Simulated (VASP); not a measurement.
# BeTe (F-43m) in VASP: further runs, part 2 of 2

VASP 6.6.1. The steps go on from the part before.

## (4) Single point, PBE

INCAR

```
SYSTEM = BeTe
PREC = Accurate ; ENCUT = 520
EDIFF = 1E-6 ; ISMEAR = 0
SIGMA = 0.01 ; LREAL = .False.
LASPH = .True. ; NELM = 80
ALGO = Normal ; ISIF = 2
LWAVE = .False. ; LCHARG = .True.
GGA = PE ; LELF = .True.
LVHAR = .True. ; NBANDS = 11
```

KPOINTS

```
regular mesh
0
Gamma
  8 8 8
  0 0 0
```

POSCAR

```
BeTe
1.0
    0.0000000000      2.8286199459      2.8286199459
    2.8286199459      0.0000000000      2.8286199459
    2.8286199459      2.8286199459      0.0000000000
Be Te
1 1
Direct
    0.0000000000      0.0000000000      0.0000000000
    0.7500000000      0.7500000000      0.7500000000
```

Potentials or basis: VASP PAW PBE potentials, release 64 (Be, Te).

Command:

```console
> cat potpaw_PBE.64/Be/POTCAR potpaw_PBE.64/Te/POTCAR > POTCAR
> mpirun -np 1 vasp_std > vasp.out
```

OUTCAR:

```text
SYSTEM = BeTe
   PREC = Accurate
   ENCUT = 520
   EDIFF = 1E-6
   ISMEAR = 0
   LREAL = .False.
   LASPH = .True.
   NELM = 80
   ISIF = 2
   GGA = PE

 ion  position               nearest neighbor table
   1  0.000  0.000  0.000-   2 2.45   2 2.45   2 2.45   2 2.45
   2  0.750  0.750  0.750-   1 2.45   1 2.45   1 2.45   1 2.45

  LATTYP: Found a face centered cubic cell.
 ALAT       =     5.6572398918

  Lattice vectors:

 A1 = (   0.0000000000,   2.8286199459,   2.8286199459)
 A2 = (   2.8286199459,   0.0000000000,   2.8286199459)
 A3 = (   2.8286199459,   2.8286199459,   0.0000000000)

Analysis of symmetry for initial positions (statically):
=====================================================================
 Subroutine PRICEL returns:
 Original cell was already a primitive cell.

 Routine SETGRP: Setting up the symmetry group for a
 face centered cubic supercell.

 Subroutine GETGRP returns: Found 24 space group operations
 (whereof 24 operations were pure point group operations)
 out of a pool of 48 trial point group operations.

The static configuration has the point symmetry T_d .

Analysis of symmetry for dynamics (positions and initial velocities):
[... 167 lines left out ...]
 k-point     1 :       0.0000    0.0000    0.0000
  band No.  band energies     occupation
      1      -7.2623      2.00000
      2       4.9470      2.00000
      3       4.9470      2.00000
      4       4.9470      2.00000
      5       8.5677      0.00000
      6       8.5677      0.00000
      7       8.5677      0.00000
      8       8.6707      0.00000
      9      13.2436      0.00000
     10      15.1637      0.00000
     11      15.1637      0.00000
[... 309 lines left out ...]
 k-point    24 :      -0.3750    0.2500    0.1250
  band No.  band energies     occupation
      1      -5.7169      2.00000
      2      -0.0951      2.00000
      3       2.0992      2.00000
      4       3.0807      2.00000
      5       9.1324      0.00000
      6       9.3381      0.00000
      7      11.5718      0.00000
      8      12.6548      0.00000
      9      13.4282      0.00000
     10      16.4758      0.00000
     11      16.8144      0.00000

 [... further k-points ...]
[... 5 lines left out ...]
  --------------------------------------------------------------------------------------
  -------------------------------------------------------------------------------------
  Total        0.0954958      0.0954958      0.0954958      0.0000000      0.0000000     -0.0000000
  in kB        3.3801882      3.3801882      3.3801882      0.0000000      0.0000000     -0.0000000
  external PRESSURE =       3.3801882 kB  Pullay stress =       0.0000000 kB

 VOLUME and BASIS-vectors are now :
 -----------------------------------------------------------------------------
  energy-cutoff  :      520.00
  volume of cell :       45.26
      direct lattice vectors                 reciprocal lattice vectors
     0.000000000  2.828619946  2.828619946    -0.176764645  0.176764645  0.176764645
     2.828619946  0.000000000  2.828619946     0.176764645 -0.176764645  0.176764645
     2.828619946  2.828619946  0.000000000     0.176764645  0.176764645 -0.176764645

 POSITION                                       TOTAL-FORCE (eV/Angst)
 -----------------------------------------------------------------------------------
      0.00000      0.00000      0.00000        -0.000000     -0.000000      0.000000
      4.24293      4.24293      4.24293         0.000000      0.000000     -0.000000
 -----------------------------------------------------------------------------------
    total drift:                               -0.000000     -0.000000     -0.000000

  FREE ENERGIE OF THE ION-ELECTRON SYSTEM (eV)
  ---------------------------------------------------
  free  energy   TOTEN  =        -7.6242275022 eV

  energy  without entropy=       -7.6242275022  energy(sigma->0) =       -7.62422750
```

OSZICAR:

```text
N       E                     dE             d eps       ncg     rms          rms(c)
DAV:   1     0.199145985230E+02    0.19915E+02   -0.31897E+03   638   0.577E+02
DAV:   2    -0.655089301707E+01   -0.26465E+02   -0.24783E+02   846   0.903E+01
DAV:   3    -0.773369421261E+01   -0.11828E+01   -0.11804E+01   818   0.204E+01
DAV:   4    -0.774710452355E+01   -0.13410E-01   -0.13409E-01   758   0.246E+00
DAV:   5    -0.774737985199E+01   -0.27533E-03   -0.27532E-03   827   0.353E-01    0.405E+00
DAV:   6    -0.765203844344E+01    0.95341E-01   -0.11148E-01   713   0.134E+00    0.243E+00
DAV:   7    -0.762321055329E+01    0.28828E-01   -0.96252E-02   749   0.136E+00    0.459E-01
DAV:   8    -0.762391196858E+01   -0.70142E-03   -0.59378E-03   725   0.442E-01    0.754E-02
DAV:   9    -0.762415866903E+01   -0.24670E-03   -0.32054E-04   767   0.105E-01    0.298E-02
DAV:  10    -0.762422291229E+01   -0.64243E-04   -0.79352E-05   708   0.459E-02    0.151E-02
DAV:  11    -0.762422511495E+01   -0.22027E-05   -0.24467E-06   849   0.922E-03    0.104E-02
DAV:  12    -0.762422742797E+01   -0.23130E-05   -0.49945E-06   689   0.128E-02    0.618E-03
DAV:  13    -0.762422750220E+01   -0.74230E-07   -0.31283E-08   494   0.133E-03
   1 F= -.76242275E+01 E0= -.76242275E+01  d E =-.321959E-65
```

stdout:

```text
POSCAR found type information on POSCAR BeTe
 POSCAR found :  2 types and       2 ions
 scaLAPACK will be used
 LDA part: xc-table for (Slater+PW92), standard interpolation
 POSCAR, INCAR and KPOINTS ok, starting setup
 FFT: planning ... GRIDC
 FFT: planning ... GRID_SOFT
 FFT: planning ... GRID
 WAVECAR not read
 entering main loop
```

Run time: 24 s. Hardware: 1 thread of AMD EPYC 7R43 (Zen 3), shared host; peak memory 0.13 GiB.

What came out:

* Free energy: -7.6242 eV
* Pressure: 0.3 GPa
* Band gap on the k mesh: 2.01 eV, indirect (least direct gap 3.62 eV)

Levels at points of the mesh, in eV from the valence-band top:
| k point | band 1 | band 2 | band 3 | band 4 | band 5 | band 6 | band 7 | band 8 |
| --- | --- | --- | --- | --- | --- | --- | --- | --- |
| (0.00, 0.00, 0.00) | -12.21 | 0.00 | 0.00 | 0.00 | 3.62 | 3.62 | 3.62 | 3.72 |
| (0.50, 0.00, 0.00) | -10.90 | -5.46 | -1.11 | -1.11 | 3.04 | 4.60 | 4.60 | 7.82 |
| (0.50, 0.50, 0.00) | -10.42 | -5.04 | -2.59 | -2.59 | 2.01 | 2.68 | 9.62 | 9.62 |

Caveat: spin-orbit coupling is left out, which moves the levels of the heavy elements. A k mesh can miss the band edges.

## (5) Single point, r2SCAN

POSCAR is that of step 4.

INCAR.step1

```
ALGO = Normal
EDIFF = 1E-4
ENCUT = 520
GGA = PE
ISMEAR = 0
LASPH = T
LCHARG = F
LREAL = F
LWAVE = T
NBANDS = 11
NELM = 60
PREC = Accurate
SIGMA = 0.01
```

INCAR.step2

```
ALGO = Normal
EDIFF = 1E-6
ENCUT = 520
ISIF = 2
ISMEAR = 0
ISTART = 1
LASPH = T
LCHARG = T
LELF = T
LMIXTAU = T
LREAL = F
LVHAR = T
LWAVE = F
METAGGA = R2SCAN
NBANDS = 11
NELM = 60
PREC = Accurate
SIGMA = 0.01
```

KPOINTS

```
k-points
0
Gamma
  6 6 6
```

Potentials or basis: VASP PAW PBE potentials, release 64 (Be, Te).

Command:

```console
> cat potpaw_PBE.64/Be/POTCAR potpaw_PBE.64/Te/POTCAR > POTCAR
> cp INCAR.step1 INCAR
> mpirun -np 1 vasp_std > vasp.out
> cp INCAR.step2 INCAR
> mpirun -np 1 vasp_std > vasp.out
```

OUTCAR:

```text
EDIFF = 1E-6
   ENCUT = 520
   ISIF = 2
   ISMEAR = 0
   ISTART = 1
   LASPH = T
   LREAL = F
   METAGGA = R2SCAN
   NELM = 60
   PREC = Accurate

 ion  position               nearest neighbor table
   1  0.000  0.000  0.000-   2 2.45   2 2.45   2 2.45   2 2.45
   2  0.750  0.750  0.750-   1 2.45   1 2.45   1 2.45   1 2.45

  LATTYP: Found a face centered cubic cell.
 ALAT       =     5.6572398918

  Lattice vectors:

 A1 = (   0.0000000000,   2.8286199459,   2.8286199459)
 A2 = (   2.8286199459,   0.0000000000,   2.8286199459)
 A3 = (   2.8286199459,   2.8286199459,   0.0000000000)

Analysis of symmetry for initial positions (statically):
=====================================================================
 Subroutine PRICEL returns:
 Original cell was already a primitive cell.

 Routine SETGRP: Setting up the symmetry group for a
 face centered cubic supercell.

 Subroutine GETGRP returns: Found 24 space group operations
 (whereof 24 operations were pure point group operations)
 out of a pool of 48 trial point group operations.

The static configuration has the point symmetry T_d .

[... 160 lines left out ...]
  band No.  band energies     occupation
      1      -7.9066      2.00000
      2       4.7882      2.00000
      3       4.7882      2.00000
      4       4.7882      2.00000
      5       8.8181      0.00000
      6       8.8181      0.00000
      7       8.8181      0.00000
      8       9.1948      0.00000
      9      13.8017      0.00000
     10      15.5078      0.00000
     11      15.5078      0.00000
[... 197 lines left out ...]
 k-point    16 :      -0.3333    0.5000    0.1667
  band No.  band energies     occupation
      1      -5.9516      2.00000
      2      -0.1411      2.00000
      3       1.3452      2.00000
      4       1.6689      2.00000
      5       8.9300      0.00000
      6       9.4704      0.00000
      7      12.7458      0.00000
      8      12.9674      0.00000
      9      16.4384      0.00000
     10      17.3932      0.00000
     11      18.3935      0.00000

------------------------ aborting loop because EDIFF is reached ----------------------------------------

  FORCE on cell =-STRESS in cart. coord.  units (eV):
  Direction    XX          YY          ZZ          XY          YZ          ZX
  --------------------------------------------------------------------------------------
  -------------------------------------------------------------------------------------
  Total        0.0567097      0.0567097      0.0567097      0.0000000      0.0000000     -0.0000000
  in kB        2.0073082      2.0073082      2.0073082      0.0000000      0.0000000     -0.0000000
  external PRESSURE =       2.0073082 kB  Pullay stress =       0.0000000 kB

 VOLUME and BASIS-vectors are now :
 -----------------------------------------------------------------------------
  energy-cutoff  :      520.00
  volume of cell :       45.26
      direct lattice vectors                 reciprocal lattice vectors
     0.000000000  2.828619946  2.828619946    -0.176764645  0.176764645  0.176764645
     2.828619946  0.000000000  2.828619946     0.176764645 -0.176764645  0.176764645
     2.828619946  2.828619946  0.000000000     0.176764645  0.176764645 -0.176764645

 POSITION                                       TOTAL-FORCE (eV/Angst)
 -----------------------------------------------------------------------------------
      0.00000      0.00000      0.00000         0.000000      0.000000      0.000000
      4.24293      4.24293      4.24293        -0.000000     -0.000000     -0.000000
 -----------------------------------------------------------------------------------
    total drift:                               -0.000000     -0.000000     -0.000000

  FREE ENERGIE OF THE ION-ELECTRON SYSTEM (eV)
  ---------------------------------------------------
  free  energy   TOTEN  =       -30.6799065269 eV

  energy  without entropy=      -30.6799065269  energy(sigma->0) =      -30.67990653
```

OUTCAR.step1:

```text
EDIFF = 1E-4
   ENCUT = 520
   GGA = PE
   ISMEAR = 0
   LASPH = T
[... 434 lines left out ...]
 -----------------------------------------------------------------------------------
      0.00000      0.00000      0.00000         0.000000      0.000000      0.000000
      4.24293      4.24293      4.24293        -0.000000     -0.000000     -0.000000
 -----------------------------------------------------------------------------------
    total drift:                               -0.000000     -0.000000     -0.000000

  FREE ENERGIE OF THE ION-ELECTRON SYSTEM (eV)
  ---------------------------------------------------
  free  energy   TOTEN  =        -7.6185732669 eV

  energy  without entropy=       -7.6185732669  energy(sigma->0) =       -7.61857327
```

Run time: 52 s. Hardware: 1 thread of AMD EPYC 7R43 (Zen 3), shared host; peak memory 0.13 GiB.

Results:

| Item | Value |
| --- | --- |
| Free energy | -30.6799 eV |
| Pressure | 0.2 GPa |
| Band gap on the k mesh | 2.37 eV, indirect (least direct gap 4.03 eV) |

Levels at points of the mesh, in eV from the valence-band top:
```tsv
k point	band 1	band 2	band 3	band 4	band 5	band 6	band 7	band 8	band 9
(0.00, 0.00, 0.00)	-12.69	0.00	0.00	0.00	4.03	4.03	4.03	4.41	9.01
(0.50, 0.00, 0.00)	-11.29	-5.68	-1.15	-1.15	3.52	5.02	5.02	8.47	11.71
(0.50, 0.50, 0.00)	-10.77	-5.27	-2.69	-2.69	2.37	3.01	10.48	10.48	12.44
```

Caveat: the PAW data sets were made with another functional, which shifts forces and pressure a little; spin-orbit coupling is left out, which moves the levels of the heavy elements.

## (6) Summary

| level | k mesh | gap on the mesh (eV) | pressure (GPa) |
| --- | --- | --- | --- |
| PBE | 6 × 6 × 6 | 2.01 | 0.4 |
| PBE | 8 × 8 × 8 | 2.01 | 0.3 |
| r2SCAN | 6 × 6 × 6 | 2.37 | 0.2 |

Alike in all rows: task single point; potentials or basis VASP PAW PBE potentials, release 64 (Be, Te); no spin polarisation; cell as given; cutoff (eV) 520; smearing gaussian 0.01 eV.

On the cell as given the gap runs from 2.01 eV (PBE) to 2.37 eV (r2SCAN); the meshes differ, which moves gaps too.

Caveats: spin-orbit coupling is left out, which moves the levels of the heavy elements; the PAW data sets were made with another functional, which shifts forces and pressure a little (some runs).

Total energies depend on the potentials used, so only differences within one code and one set of settings carry meaning.
